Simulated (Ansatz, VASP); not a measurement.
## Two plane-wave programs on In

INCAR

```
PREC = Accurate
ENCUT = 520
EDIFF = 1E-6
ISMEAR = 0
SIGMA = 0.6
LREAL = False
LASPH = True
NELM = 80
ALGO = Normal
ISIF = 2
LWAVE = False
LCHARG = False
GGA = PE
NBANDS = 12
```

KPOINTS

```
regular mesh
0
Gamma
  11 11 14
```

POSCAR

```
In
1.0
   -1.6482197047      1.6973406184      2.5249789927
    1.6973406184     -1.6482197047      2.5249789927
    1.6043570008      1.6043570008     -2.4927016059
In
1
Direct
    0.0000000000      0.0000000000      0.0000000000
```

Input for Ansatz:

```yaml
crystal:
  lattice:
    - [-1.6482197047, 1.6973406184, 2.5249789927]
    - [1.6973406184, -1.6482197047, 2.5249789927]
    - [1.6043570008, 1.6043570008, -2.4927016059]
  atoms:
    - { symbol: In, position: [0.0, 0.0, 0.0] }
hamiltonian:
  xc: pbe
  pseudopotentials:
    kind: paw
    azcp:
      In: "pseudopotentials/In.paw.azcp"
basis:
  ecutwfc: 420
  fft_grid_basis: typed
kpoints:
  mp_grid: { grid: [11, 11, 14], shift: [0, 0, 0] }
magnetization:
  spin_polarized: false
scf:
  occupations: { method: gaussian, width: 0.6 }
  lower_state_search: "off"
output:
  stress: true
  write_density: true
  write_potential: true
  elf: true
  volumetric_format: npy
```

Alike in both runs: task single point; functional PBE; k mesh 11 × 11 × 14; occupations gaussian, width 0.6 eV; no spin polarisation.

```csv
,VASP,Ansatz
version,VASP 6.6.1,Ansatz 0.2.0
potentials or method,"VASP PAW PBE potentials, release 64 (In_d), cutoff 520 eV","plane waves (420 eV) with PAW, scalar-relativistic"
valence electrons in the cell,13,13
```

|  | VASP | Ansatz | Ansatz less VASP |
| --- | --- | --- | --- |
| pressure (GPa) | 0.2 | 0.2 | +0.04 |
| traceless stress, the component that is largest in VASP (GPa) | -0.16 | -0.16 | -0.001 |

With one functional, cell and mesh, what is left measures potentials, basis and numerics.
